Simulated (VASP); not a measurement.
A run of VASP 6.6.1 is set up as follows.

File POSCAR:

```
SrVO3
1.0
    3.8403766576      0.0000000000      0.0000000000
    0.0000000000      3.8403766576      0.0000000000
    0.0000000000      0.0000000000      3.8403766576
Sr V O
1 1 3
Direct
    0.5000000000      0.5000000000      0.5000000000
    0.0000000000      0.0000000000      0.0000000000
    0.5000000000      0.0000000000      0.0000000000
    0.0000000000      0.5000000000      0.0000000000
    0.0000000000      0.0000000000      0.5000000000
```

File INCAR.step1:

```
SYSTEM = SrVO3
PREC = Accurate
ENCUT = 520
ISMEAR = 0
SIGMA = 0.05
LREAL = .False.
LASPH = .True.
NELM = 100
NBANDS = 28
GGA = PE
ALGO = Normal
EDIFF = 1E-4
LWAVE = .True.
LCHARG = .False.
```

INCAR.step2

```
SYSTEM = SrVO3
PREC = Accurate
ENCUT = 520
EDIFF = 1E-7
ISMEAR = 0
SIGMA = 0.05
LREAL = .False.
LASPH = .True.
NELM = 100
ALGO = Normal
ISIF = 2
LWAVE = .False.
LCHARG = .True.
METAGGA = R2SCAN
LMIXTAU = .True.
LELF = .True.
LVHAR = .True.
NBANDS = 28
ISTART = 1
```

The input KPOINTS:

```
Automatic mesh
0
Gamma
  8 8 8
  0 0 0
```

Potentials or basis: VASP PAW PBE potentials, release 64 (Sr_sv, V_sv, O).

Command:

```bash
$ cat potpaw_PBE.64/Sr_sv/POTCAR potpaw_PBE.64/V_sv/POTCAR potpaw_PBE.64/O/POTCAR > POTCAR
$ cp INCAR.step1 INCAR
$ mpirun -np 1 vasp_std > vasp.out
$ cp INCAR.step2 INCAR
$ mpirun -np 1 vasp_std > vasp.out
```

(1) What does it give for the pressure?

Answers

(1) -1.0 GPa.

Caveat: the PAW data sets were made with another functional, which shifts forces and pressure a little; an odd number of electrons without spin polarisation forces a metal; a magnetic or distorted state may lie lower; the run has no spin polarisation, though such a crystal can be magnetic.
